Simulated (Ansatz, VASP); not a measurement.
# CdSe: VASP beside Ansatz

```
CELL_PARAMETERS angstrom
0.02799 3.00202 2.97403
3.00202 0.02799 2.97403
3.03000 3.03000 0.00000
ATOMIC_POSITIONS crystal
Cd 0.00181 0.00181 0.99819
Se 0.24819 0.24819 0.25181
```

Change from the starting cell: strained cell.

Alike in both runs: task relaxation of the atoms; functional LDA; k mesh 10 × 10 × 10; occupations gaussian, width 0.02 eV; no spin polarisation.

|  | VASP | Ansatz |
| --- | --- | --- |
| version | VASP 6.6.1 | Ansatz 0.2.0 |
| potentials or method | VASP PAW LDA potentials, release 64 (Cd, Se), cutoff 450 eV | scalar-relativistic, plane waves, PAW |
| valence electrons in the cell | 18 | 36 |

Ansatz gave:

- gap on the k mesh at the Fermi level, each at its own relaxed structure (eV): 0.39

**Question.** Estimate VASP's values.

**Answer.** gap on the k mesh at the Fermi level, each at its own relaxed structure (eV): 0.43.

Ansatz warns that its potentials were made for another functional, while VASP's fit it. LDA's correlation is that of Perdew and Zunger in VASP and of Perdew and Wang (1992) in Ansatz. VASP's potentials hold 18 valence electrons a cell and Ansatz's 36, so a difference there can come from the potentials and not from the codes. Ansatz's warnings: stress scf threshold loose.
